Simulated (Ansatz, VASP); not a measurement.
PbS in VASP and in Ansatz

File INCAR:

```
PREC     = Accurate       # precision mode
ENCUT    = 520            # plane-wave cutoff, eV
EDIFF    = 1E-7           # SCF threshold, eV
ISMEAR   = 0              # smearing method
SIGMA    = 0.03           # smearing width, eV
LREAL    = False          # projectors in reciprocal space
LASPH    = True           # aspherical terms in the spheres
NELM     = 80             # most SCF steps
ALGO     = Normal         # electronic algorithm
ISIF     = 2              # what is computed and relaxed
LWAVE    = False          # write WAVECAR
LCHARG   = False          # write CHGCAR
GGA      = PS             # functional
NBANDS   = 17             # bands
```

Contents of KPOINTS:

```
Automatic mesh
0
Gamma
  12 12 12
```

File POSCAR:

```
PbS
1.0
    2.0785805573      1.2000690443      3.5660419679
   -2.0785805573      1.2000690443      3.5660419679
    0.0000000000     -2.4001380886      3.5660419679
Pb S
1 1
Direct
    0.9805657800      0.9805657800      0.9805657800
    0.4750355500      0.4750355500      0.4750355500
```

Input for Ansatz:

```yaml
crystal:
  lattice:
    - [2.0785805573, 1.2000690443, 3.5660419679]
    - [-2.0785805573, 1.2000690443, 3.5660419679]
    - [0.0, -2.4001380886, 3.5660419679]
  atoms:
    - { symbol: Pb, position: [0.98056578, 0.98056578, 0.98056578] }
    - { symbol: S, position: [0.47503555, 0.47503555, 0.47503555] }
basis:
  ecutwfc: 420
kpoints:
  mp_grid: { grid: [12, 12, 12] }
hamiltonian:
  xc: pbesol
scf:
  occupations: { method: gaussian, width: 0.03 }
output:
  forces: true
  stress: true
  eigenvalues: true
```

Alike in both runs: task single point; functional PBEsol; k mesh 12 × 12 × 12; occupations gaussian, width 0.03 eV; no spin polarisation.

|  | VASP | Ansatz |
| --- | --- | --- |
| version | VASP 6.6.1 | Ansatz 0.2.0 |
| potentials or method | VASP PAW PBE potentials, release 64 (Pb_d, S), cutoff 520 eV | scalar-relativistic, plane waves, PAW |
| valence electrons in the cell | 20 | 20 |

Ansatz gave:

| Property | Result |
| --- | --- |
| gap on the k mesh at the Fermi level (eV) | 0.08 |
| least direct gap on the mesh (eV) | 0.30 |
| pressure (GPa) | -2.1 |
| traceless stress, the component that is largest in VASP (GPa) | -1.40 |
| rms of the force components (eV/Å) | 0.006 |

Q: Estimate VASP's values.

A: gap on the k mesh at the Fermi level (eV): 0.09; least direct gap on the mesh (eV): 0.30; pressure (GPa): -2.1; traceless stress, the component that is largest in VASP (GPa): -1.40; rms of the force components (eV/Å): 0.006.

VASP's potentials were made for PBE, not for PBEsol. Atom by atom the forces differ by 0.000 eV/Å (rms over components).

Neither program's run includes spin-orbit coupling.
